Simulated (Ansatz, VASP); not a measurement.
**One calculation of Rb, two programs**

The input INCAR:

```
SYSTEM = Rb
ALGO     = Fast           ! electronic algorithm
EDIFF    = 1E-6           ! SCF threshold, eV
ENCUT    = 520            ! plane-wave cutoff, eV
GGA      = PE             ! functional
ISIF     = 2              ! what is computed and relaxed
ISMEAR   = 0              ! smearing method
IVDW     = 12             ! dispersion correction
LASPH    = .TRUE.         ! aspherical terms in the spheres
LCHARG   = .TRUE.         ! write CHGCAR
LELF     = .TRUE.         ! ELF
LREAL    = .FALSE.        ! projectors in reciprocal space
LVHAR    = .TRUE.       
LWAVE    = .FALSE.        ! write WAVECAR
NBANDS   = 10             ! bands
NELM     = 80             ! most SCF steps
PREC     = Accurate       ! precision mode
SIGMA    = 0.15           ! smearing width, eV
```

The input KPOINTS:

```
k-points
0
G
  12 12 12
  0 0 0
```

Contents of POSCAR:

```
Rb
1.0
    0.0000000000      3.2303976446      3.6398846700
    3.2303976446      0.0000000000      3.6398846700
    3.2303976446      3.2303976446      0.0000000000
Rb
1
Direct
    0.0000000000      0.0000000000      0.0000000000
```

Input for Ansatz:

```yaml
crystal:
  lattice:
    - [0.0, 3.2303976446, 3.63988467]
    - [3.2303976446, 0.0, 3.63988467]
    - [3.2303976446, 3.2303976446, 0.0]
  atoms:
    - { symbol: Rb, position: [0.0, 0.0, 0.0] }
basis:
  ecutwfc: 420
kpoints:
  mp_grid: { grid: [12, 12, 12] }
hamiltonian:
  xc: pbe
  dispersion: d3bj
scf:
  occupations: { method: gaussian, width: 0.15 }
output:
  forces: true
  stress: true
  eigenvalues: true
```

Change from the starting cell: strain -0.1125 x Voigt [1, 1, 0, 0, 0, 0], atoms carried along.

Alike in both runs: task single point; functional PBE; dispersion D3(BJ); k mesh 12 × 12 × 12; occupations gaussian, width 0.15 eV; no spin polarisation.

|  | VASP | Ansatz |
| --- | --- | --- |
| version | VASP 6.6.1 | Ansatz 0.2.0 |
| potentials or method | VASP PAW PBE potentials, release 64 (Rb_sv), cutoff 520 eV | scalar-relativistic, plane waves, PAW |
| valence electrons in the cell | 9 | 9 |

|  | VASP | Ansatz | Ansatz less VASP |
| --- | --- | --- | --- |
| gap on the k mesh at the Fermi level (eV) | none | none | - |
| pressure (GPa) | 0.5 | 0.5 | 0.00 |
| traceless stress, the component that is largest in VASP (GPa) | -0.12 | -0.12 | 0.000 |

A gap of «none» marks a metal or a gap that the smearing closes.
